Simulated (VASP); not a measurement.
# Rb (P6_3/mmc) in VASP: a series of runs

Runs on Rb. Level: PBE. Tasks: density of states, electric field gradients.

All numbers are computed with VASP 6.6.1; they aren't measurements. Logs are shortened: lines on timing, memory, paths and dates and some standing lists are left out, and cuts for length are marked.

### Step 1. The cell of the first run

It takes space group P6_3/mmc (No. 194, hexagonal). Conventional cell: a = 5.034 Å, b = 5.034 Å, c = 8.337 Å, α = 90.00°, β = 90.00°, γ = 120.00°.

### Step 2. Density of states, PBE

Contents of POSCAR:

```
Rb
1.0
    5.0344639581      0.0000000000      0.0000000000
   -2.5172319790      4.3599736822      0.0000000000
    0.0000000000      0.0000000000      8.3367950819
Rb
2
Direct
    0.3333333333      0.6666666667      0.2500000000
    0.6666666667      0.3333333333      0.7500000000
```

Contents of INCAR.step1:

```
SYSTEM = Rb
ALGO = Normal
EDIFF = 1E-6
ENCUT = 520
GGA = PE
ISIF = 2
ISMEAR = -1
LASPH = .True.
LCHARG = .True.
LREAL = .False.
LWAVE = .False.
NBANDS = 16
NELM = 100
PREC = Accurate
SIGMA = 0.03
```

Contents of KPOINTS.step1:

```
k-points
0
Gamma
  11 11 6
  0 0 0
```

Contents of INCAR.step2:

```
SYSTEM = Rb
ALGO = Normal
EDIFF = 1E-6
ENCUT = 520
GGA = PE
ICHARG = 11
ISIF = 2
ISMEAR = -5
LASPH = .True.
LCHARG = .False.
LORBIT = 10
LREAL = .False.
LWAVE = .False.
NEDOS = 1001
NELM = 100
PREC = Accurate
SIGMA = 0.03
```

Contents of KPOINTS.step2:

```
k-points
0
Gamma
  17 17 9
  0 0 0
```

Potentials or basis: VASP PAW PBE potentials, release 64 (Rb_sv).

Started as:

```
$ cat potpaw_PBE.64/Rb_sv/POTCAR > POTCAR
$ cp INCAR.step1 INCAR
$ cp KPOINTS.step1 KPOINTS
$ mpirun -np 1 vasp_std > vasp.out
$ cp INCAR.step2 INCAR
$ cp KPOINTS.step2 KPOINTS
$ mpirun -np 1 vasp_std > vasp.out
```

OUTCAR:

```text
SYSTEM = Rb
   EDIFF = 1E-6
   ENCUT = 520
   GGA = PE
   ICHARG = 11
   ISIF = 2
   ISMEAR = -5
   LASPH = .True.
   LORBIT = 10
   LREAL = .False.
   NELM = 100
   PREC = Accurate

 ion  position               nearest neighbor table
   1  0.333  0.667  0.250-   2 5.08   2 5.08   2 5.08   2 5.08   2 5.08   2 5.08
   2  0.667  0.333  0.750-   1 5.08   1 5.08   1 5.08   1 5.08   1 5.08   1 5.08

  LATTYP: Found a hexagonal cell.
 ALAT       =     5.0344639581
 C/A-ratio  =     1.6559449330

  Lattice vectors:

 A1 = (   5.0344639581,   0.0000000000,   0.0000000000)
 A2 = (  -2.5172319790,   4.3599736822,   0.0000000000)
 A3 = (   0.0000000000,   0.0000000000,   8.3367950819)

Analysis of symmetry for initial positions (statically):
=====================================================================
 Subroutine PRICEL returns:
 Original cell was already a primitive cell.

 Routine SETGRP: Setting up the symmetry group for a
 hexagonal supercell.

 Subroutine GETGRP returns: Found 24 space group operations
 (whereof 12 operations were pure point group operations)
 out of a pool of 24 trial point group operations.

The static configuration has the point symmetry D_3d.
 The point group associated with its full space group is D_6h.

Analysis of symmetry for dynamics (positions and initial velocities):
=====================================================================
 Subroutine PRICEL returns:
 Original cell was already a primitive cell.

 Routine SETGRP: Setting up the symmetry group for a
 hexagonal supercell.

 Subroutine GETGRP returns: Found 24 space group operations
 (whereof 12 operations were pure point group operations)
 out of a pool of 24 trial point group operations.

The dynamic configuration has the point symmetry D_3d.
 The point group associated with its full space group is D_6h.

 Subroutine INISYM returns: Found 24 space group operations
 (whereof 12 operations are pure point group operations),
 and found     1 'primitive' translations

----------------------------------------------------------------------------------------

                                     Primitive cell

  volume of cell :     182.9937

  direct lattice vectors                    reciprocal lattice vectors
     5.034463958  0.000000000  0.000000000     0.198630879  0.114679591  0.000000000
    -2.517231979  4.359973682  0.000000000     0.000000000  0.229359183  0.000000000
     0.000000000  0.000000000  8.336795082     0.000000000  0.000000000  0.119950172

  length of vectors
     5.034463958  5.034463958  8.336795082     0.229359183  0.229359183  0.119950172

  position of ions in fractional coordinates (direct lattice)
     0.333333333  0.666666667  0.250000000
     0.666666667  0.333333333  0.750000000

  ion indices of the primitive-cell ions
   primitive index   ion index
                 1           1
                 2           2

----------------------------------------------------------------------------------------

 KPOINTS: k-points

Automatic generation of k-mesh.
 Grid dimensions read from file:
 generate k-points for:   17   17    9

 Generating k-lattice:

  Cartesian coordinates                     Fractional coordinates (reciprocal lattice)
     0.011684169  0.006745858  0.000000000     0.058823529 -0.000000000  0.000000000
     0.000000000  0.013491717  0.000000000     0.000000000  0.058823529  0.000000000
     0.000000000  0.000000000  0.013327797     0.000000000  0.000000000  0.111111111

  Length of vectors
     0.013491717  0.013491717  0.013327797

  Shift w.r.t. Gamma in fractional coordinates (k-lattice)
     0.000000000  0.000000000  0.000000000

 TETIRR: Found   2533 inequivalent tetrahedra from    15606

 Subroutine IBZKPT returns following result:
 ===========================================

 Found    165 irreducible k-points:

 Following reciprocal coordinates:
            Coordinates               Weight
  0.000000  0.000000  0.000000      1.000000
  0.058824  0.000000  0.000000      6.000000
  0.117647  0.000000  0.000000      6.000000
  0.176471  0.000000  0.000000      6.000000
  0.235294  0.000000  0.000000      6.000000
  0.294118  0.000000  0.000000      6.000000
[... 16 lines left out ...]
  0.411765  0.117647  0.000000     12.000000
  0.176471  0.176471  0.000000      6.000000
 [... further k-points ...]
   k-points           NKPTS =    165   k-points in BZ     NKDIM =    165   number of bands    NBANDS=     13
   number of dos      NEDOS =   1001   number of ions     NIONS =      2
   total plane-waves  NPLWV = 102400
   dimension x,y,z NGX =    40 NGY =   40 NGZ =   64
   dimension x,y,z NGXF=    80 NGYF=   80 NGZF=  128
   ions per type =               2
   NGX,Y,Z   is equivalent  to a cutoff of  13.21, 13.21, 12.76 a.u.
   NGXF,Y,Z  is equivalent  to a cutoff of  26.42, 26.42, 25.52 a.u.
 SYSTEM =  Rb
   PREC   = accura    normal or accurate (medium, high low for compatibility)
   ISTART =      0    job   : 0-new  1-cont  2-samecut
   ICHARG =     11    charge: 1-file 2-atom 10-const
   ISPIN  =      1    spin polarized calculation?
   LNONCOLLINEAR =      F non collinear calculations
   LSORBIT =      F    spin-orbit coupling
   LASPH  =      T    aspherical Exc in radial PAW
   ENCUT  =  520.0 eV  38.22 Ry    6.18 a.u.   9.36  9.36 15.50*2*pi/ulx,y,z
   NELM   =    100;   NELMIN=  2; NELMDL=  0     # of ELM steps
   EDIFF  = 0.1E-05   stopping-criterion for ELM
   LREAL  =      F    real-space projection
   EDIFFG = 0.1E-04   stopping-criterion for IOM
   NSW    =      0    number of steps for IOM
   IBRION =     -1    ionic relax: 0-MD 1-quasi-New 2-CG
   NFREE  =      0    steps in history (QN), initial steepest desc. (CG)
   ISIF   =      2    stress and relaxation
   ISYM   =      2    0-nonsym 1-usesym 2-fastsym
   POTIM  = 0.5000    time-step for ionic-motion
   TEBEG  =    0.0;   TEEND  =   0.0 temperature during run
   PSTRESS=    0.0 pullay stress
   NELECT =      18.0000    total number of electrons
   NUPDOWN=      -1.0000    fix difference up-down
   EMIN   =  10.00;   EMAX   =-10.00  energy-range for DOS
   EFERMI =   0.00;   METHOD = LEGACY
   ISMEAR =    -5;   SIGMA  =   0.03  broadening in eV -4-tet -1-fermi 0-gaus
   EFERMI_NEDOS =   21; number of points for ismear=-14 and -15
   IALGO  =     38    algorithm
   IMIX   =      4    mixing-type and parameters
     AMIX     =   0.40;   BMIX     =  1.00
     AMIX_MAG =   1.60;   BMIX_MAG =  1.00
  volume/ion in A,a.u.               =      91.50       617.45
  Fermi-wavevector in a.u.,A,eV,Ry     =   0.755707  1.428080  7.770198  0.571093
  Thomas-Fermi vector in A             =   1.853663
   LORBIT       =     10    0 simple, 1 ext, 2 COOP (PROOUT), +10 PAW based schemes
   GGA     = PE    functional components
   LHFCALC =     F    Hartree Fock is set to
   AEXX    =    0.0000 exact exchange contribution
   IVDW    =     0    specifies the selected vdW correction
   LEPSILON=     F    determine dielectric tensor
   LRPA    =     F    only Hartree local field effects (RPA)
 non-spin polarized calculation
 Fermi weights with tetrahedron method with Bloechl corrections
  energy-cutoff  :      520.00
  volume of cell :      182.99
 maximum number of plane-waves:      4975
 NGX is ok and might be reduce to    40

 number of electron      18.0000000 magnetization

 Free energy of the ion-electron system (eV)
  ---------------------------------------------------
  ext. energy  EPLUGINS =         0.00000000
  ---------------------------------------------------
  free energy    TOTEN  =        -1.87377745 eV

  energy without entropy =       -1.87377745  energy(sigma->0) =       -1.87377745

 E-fermi :   0.0082     XC(G=0):  -5.4521

 val. band max:       -0.0025534656   @ k =   0.1176   0.0000   0.1111
 cond. band min:       0.0065162688   @ k =   0.2941   0.2353   0.2222
 fundamental gap:      0.0090697344
 Fermi energy:         0.0081777910

 k-point     1 :       0.0000    0.0000    0.0000
  band No.  band energies     occupation
      1     -28.8996      2.00000
      2     -28.8962      2.00000
      3     -13.0335      2.00000
      4     -12.9550      2.00000
      5     -12.9550      2.00000
      6     -12.9443      2.00000
      7     -12.9432      2.00000
      8     -12.9432      2.00000
      9      -1.9659      2.00000
     10       0.0969      0.31298
     11       0.6141      0.00000
     12       3.4849      0.00000
     13       3.4927      0.00000

 k-point     2 :       0.0588    0.0000    0.0000
  band No.  band energies     occupation
      1     -28.8995      2.00000
      2     -28.8961      2.00000
      3     -13.0325      2.00000
      4     -12.9575      2.00000
      5     -12.9558      2.00000
      6     -12.9458      2.00000
      7     -12.9447      2.00000
      8     -12.9436      2.00000
      9      -1.9312      2.00000
     10       0.1347      0.00847
     11       0.6250      0.00000
     12       3.2656      0.00000
     13       3.5173      0.00000

 k-point     3 :       0.1176    0.0000    0.0000
  band No.  band energies     occupation
      1     -28.8992      2.00000
      2     -28.8960      2.00000
      3     -13.0294      2.00000
      4     -12.9646      2.00000
      5     -12.9580      2.00000
      6     -12.9531      2.00000
      7     -12.9457      2.00000
      8     -12.9449      2.00000
      9      -1.8282      2.00000
     10       0.2463     -0.14631
     11       0.6580      0.00000
     12       2.9423      0.00000
     13       3.4623      0.00000

 k-point     4 :       0.1765    0.0000    0.0000
  band No.  band energies     occupation
      1     -28.8987      2.00000
      2     -28.8957      2.00000
      3     -13.0247      2.00000
      4     -12.9754      2.00000
      5     -12.9641      2.00000
      6     -12.9612      2.00000
      7     -12.9475      2.00000
      8     -12.9468      2.00000
      9      -1.6595      2.00000
     10       0.4263     -0.00110
     11       0.7141      0.00000
     12       2.5591      0.00000
     13       3.1518      0.00000

 k-point     5 :       0.2353    0.0000    0.0000
  band No.  band energies     occupation
      1     -28.8981      2.00000
      2     -28.8954      2.00000
      3     -13.0186      2.00000
      4     -12.9886      2.00000
      5     -12.9771      2.00000
      6     -12.9651      2.00000
      7     -12.9500      2.00000
      8     -12.9493      2.00000
      9      -1.4295      2.00000
     10       0.6635      0.00000
     11       0.7944      0.00000
     12       2.1479      0.00000
     13       2.8662      0.00000
[... 257 lines left out ...]
 k-point    22 :       0.3529    0.1176    0.0000
  band No.  band energies     occupation
      1     -28.8961      2.00000
      2     -28.8948      2.00000
      3     -13.0213      2.00000
      4     -13.0092      2.00000
      5     -12.9959      2.00000
      6     -12.9797      2.00000
      7     -12.9625      2.00000
      8     -12.9620      2.00000
      9      -0.3512      2.07274
     10       0.9175      0.00000
     11       1.2139      0.00000
     12       1.4655      0.00000
     13       2.2748      0.00000

 k-point    23 :       0.4118    0.1176    0.0000
  band No.  band energies     occupation
      1     -28.8957      2.00000
      2     -28.8947      2.00000
      3     -13.0258      2.00000
      4     -13.0126      2.00000
      5     -12.9916      2.00000
      6     -12.9818      2.00000
      7     -12.9656      2.00000
      8     -12.9632      2.00000
      9       0.0319      0.76094
     10       0.5104      0.00000
     11       1.3303      0.00000
     12       1.5325      0.00000
     13       2.0855      0.00000

 k-point    24 :       0.1765    0.1765    0.0000
  band No.  band energies     occupation
      1     -28.8972      2.00000
      2     -28.8951      2.00000
      3     -13.0100      2.00000
      4     -12.9969      2.00000
      5     -12.9957      2.00000
      6     -12.9699      2.00000
      7     -12.9584      2.00000
      8     -12.9542      2.00000
      9      -1.0795      2.00000
     10       0.9281      0.00000
     11       1.0047      0.00000
     12       1.8541      0.00000
     13       2.3501      0.00000

 [... further k-points ...]

------------------------ aborting loop because EDIFF is reached ----------------------------------------

  FORCE on cell =-STRESS in cart. coord.  units (eV):
  Direction    XX          YY          ZZ          XY          YZ          ZX
  --------------------------------------------------------------------------------------
  -------------------------------------------------------------------------------------
  Total        0.0248332      0.0248332     -0.0689280      0.0000000      0.0000000      0.0000000
  in kB        0.2174242      0.2174242     -0.6034898      0.0000000      0.0000000      0.0000000
  external PRESSURE =      -0.0562138 kB  Pullay stress =       0.0000000 kB

 VOLUME and BASIS-vectors are now :
 -----------------------------------------------------------------------------
  energy-cutoff  :      520.00
  volume of cell :      182.99
      direct lattice vectors                 reciprocal lattice vectors
     5.034463958  0.000000000  0.000000000     0.198630879  0.114679591  0.000000000
    -2.517231979  4.359973682  0.000000000     0.000000000  0.229359183  0.000000000
     0.000000000  0.000000000  8.336795082     0.000000000  0.000000000  0.119950172

 POSITION                                       TOTAL-FORCE (eV/Angst)
 -----------------------------------------------------------------------------------
     -0.00000      2.90665      2.08420        -0.000000     -0.000000      0.000000
      2.51723      1.45332      6.25260         0.000000      0.000000      0.000000
 -----------------------------------------------------------------------------------
    total drift:                               -0.000000      0.000000     -0.000000

  FREE ENERGIE OF THE ION-ELECTRON SYSTEM (eV)
  ---------------------------------------------------
  free  energy   TOTEN  =        -1.8737774548 eV

  energy  without entropy=       -1.8737774548  energy(sigma->0) =       -1.87377745

 total charge

# of ion       s       p       d       tot
------------------------------------------
    1        1.964   5.321   0.005   7.290
    2        1.964   5.321   0.005   7.290
--------------------------------------------------
tot          3.929  10.641   0.010  14.580
```

It took 6.8 min on 1 thread of Intel Xeon Platinum 8375C at 2.90GHz (Ice Lake), shared host; peak memory 0.51 GiB.

What came out:

```yaml
Valence_electrons_inside_the_program's_atomic_spheres: Rb 7.29
```

Caveat: tetrahedron occupations give inexact forces and stress in metals.

### Step 3. Electric field gradients, PBE (volume scaled by 1.04)

Contents of INCAR:

```
ALGO = Normal ; EDIFF = 1E-8
ENCUT = 520 ; GGA = PE
ISIF = 2 ; ISMEAR = -1
LASPH = True ; LCHARG = False
LEFG = True ; LREAL = False
LWAVE = False ; NBANDS = 16
NELM = 100 ; PREC = Accurate
SIGMA = 0.03
```

Contents of KPOINTS:

```
k-points
0
Gamma
  11 11 6
```

Contents of POSCAR:

```
Rb
1.0
    5.1007145024      0.0000000000      0.0000000000
   -2.5503572512      4.4173483365      0.0000000000
    0.0000000000      0.0000000000      8.4465023350
Rb
2
Direct
    0.3333333333      0.6666666667      0.2500000000
    0.6666666667      0.3333333333      0.7500000000
```

Potentials or basis: VASP PAW PBE potentials, release 64 (Rb_sv).

Started as:

```
$ cat potpaw_PBE.64/Rb_sv/POTCAR > POTCAR
$ mpirun -np 1 vasp_std > vasp.out
```

OUTCAR:

```text
EDIFF = 1E-8
   ENCUT = 520
   GGA = PE
   ISIF = 2
   ISMEAR = -1
   LASPH = True
   LREAL = False
   NELM = 100
   PREC = Accurate

 ion  position               nearest neighbor table
   1  0.333  0.667  0.250-   2 5.15   2 5.15   2 5.15   2 5.15   2 5.15   2 5.15
   2  0.667  0.333  0.750-   1 5.15   1 5.15   1 5.15   1 5.15   1 5.15   1 5.15

  LATTYP: Found a hexagonal cell.
 ALAT       =     5.1007145024
 C/A-ratio  =     1.6559449330

  Lattice vectors:

 A1 = (   5.1007145024,   0.0000000000,   0.0000000000)
 A2 = (  -2.5503572512,   4.4173483365,   0.0000000000)
 A3 = (   0.0000000000,   0.0000000000,   8.4465023350)

Analysis of symmetry for initial positions (statically):
=====================================================================
 Subroutine PRICEL returns:
 Original cell was already a primitive cell.

 Routine SETGRP: Setting up the symmetry group for a
[... 647 lines left out ...]
  energy-cutoff  :      520.00
  volume of cell :      190.31
      direct lattice vectors                 reciprocal lattice vectors
     5.100714502  0.000000000  0.000000000     0.196050965  0.113190077  0.000000000
    -2.550357251  4.417348336  0.000000000     0.000000000  0.226380155  0.000000000
     0.000000000  0.000000000  8.446502335     0.000000000  0.000000000  0.118392201

 POSITION                                       TOTAL-FORCE (eV/Angst)
 -----------------------------------------------------------------------------------
     -0.00000      2.94490      2.11163         0.000000     -0.000000      0.000000
      2.55036      1.47245      6.33488        -0.000000      0.000000     -0.000000
 -----------------------------------------------------------------------------------
    total drift:                               -0.000000      0.000000     -0.000000

  FREE ENERGIE OF THE ION-ELECTRON SYSTEM (eV)
  ---------------------------------------------------
  free  energy   TOTEN  =        -1.8721825610 eV

  energy  without entropy=       -1.8650741547  energy(sigma->0) =       -1.86862836

 Electric field gradients (V/A^2)
---------------------------------------------------------------------
 ion       V_xx      V_yy      V_zz      V_xy      V_xz      V_yz
---------------------------------------------------------------------
   1       0.655     0.655    -1.310     0.000     0.000    -0.000
   2       0.655     0.655    -1.310     0.000    -0.000     0.000
---------------------------------------------------------------------

 Electric field gradients after diagonalization (V/A^2)
 (convention: |V_zz| > |V_xx| > |V_yy|)
----------------------------------------------------------------------
 ion       V_xx      V_yy      V_zz     asymmetry (V_yy - V_xx)/ V_zz
----------------------------------------------------------------------
   1       0.655     0.655    -1.310       0.000
   2       0.655     0.655    -1.310       0.000
----------------------------------------------------------------------

           NMR quadrupolar parameters

 Cq : quadrupolar parameter    Cq=e*Q*V_zz/h
 eta: asymmetry parameters     (V_yy - V_xx)/ V_zz
 Q  : nuclear electric quadrupole moment in mb (millibarn)
----------------------------------------------------------------------
 ion       Cq(MHz)       eta       Q (mb)
----------------------------------------------------------------------
   1      -0.003       0.000       1.000
   2      -0.003       0.000       1.000
----------------------------------------------------------------------
```

Wall time 3.6 min (1 thread of Intel Xeon Platinum 8375C at 2.90GHz (Ice Lake), shared host); peak memory 0.39 GiB.

What came out:

```yaml
Free_energy: -1.8722 eV
Pressure: -0.1 GPa
Band_gap_on_the_k_mesh: zero (band 9 reaches 0.84 eV, above the bottom of band 10 at -1.37 eV)
```

Electric field gradients, principal values (V/Å²):
| atom | least | middle | greatest (by size) |
| --- | --- | --- | --- |
| 1 Rb | 0.655 | 0.655 | -1.310 |
| 2 Rb | 0.655 | 0.655 | -1.310 |

Caveat: without QUAD_EFG the Cq values of the log hold for a quadrupole moment of 1 mb, not for the nuclei.
